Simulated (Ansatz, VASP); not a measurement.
One calculation of V, two programs

Contents of INCAR:

```
PREC = Accurate
ENCUT = 500
EDIFF = 1E-6
ISMEAR = -1
SIGMA = 0.08617333262145177
LREAL = False
LASPH = True
NELM = 200
ALGO = Normal
ISIF = 2
LWAVE = False
LCHARG = True
ISPIN = 2
MAGMOM = 0.51
LORBIT = 11
LMAXMIX = 4
GGA = PE
LELF = True
LVHAR = True
NBANDS = 16
GGA_COMPAT = False
```

KPOINTS

```
regular mesh
0
Gamma
  6 6 6
```

Contents of POSCAR:

```
V
1.0
   -1.5130000000      1.5130000000      1.5130000000
    1.5130000000     -1.5130000000      1.5130000000
    1.5130000000      1.5130000000     -1.5130000000
V
1
Direct
    0.0000000000      0.0000000000      0.0000000000
```

Input for Ansatz:

```yaml
crystal:
  lattice:
    - [-1.513, 1.513, 1.513]
    - [1.513, -1.513, 1.513]
    - [1.513, 1.513, -1.513]
  atoms:
    - { symbol: V, position: [0.0, 0.0, 0.0], spin: 0.51 }
basis:
  ecutwfc: "40 Ry"
kpoints:
  mp_grid: { grid: [6, 6, 6] }
hamiltonian:
  xc: pbe
  dispersion: none
scf:
  occupations: { method: fermi_dirac, width: "1000 K" }
  lower_state_search: "off"
output:
  forces: true
  stress: true
  eigenvalues: true
  populations: true
magnetization:
  spin_polarized: true
```

Alike in both runs: task single point; functional PBE; k mesh 6 × 6 × 6; collinear spin.

|  | VASP | Ansatz |
| --- | --- | --- |
| version | VASP 6.6.1 | Ansatz 0.2.0 |
| potentials or method | VASP PAW PBE potentials, release 64 (V_sv), cutoff 500 eV | scalar-relativistic, plane waves, PAW |
| occupations | fermi-dirac, width 0.0861733 eV | fermi-dirac |
| valence electrons in the cell | 13 | 13 |

```csv
,VASP,Ansatz,Ansatz less VASP
gap on the k mesh at the Fermi level (eV),none,none,-
pressure (GPa),-3.2,-3.3,-0.15
net moment per atom (μB),0.50,0.50,-0.001
size of the moment on the site where the two differ most (μB),0.40,0.38,-0.021
```

Site moments also hang on the region over which each program counts them. A gap of «none» marks a metal or a gap that the smearing closes.

The k mesh is coarse, so the values compare programs but aren't converged.
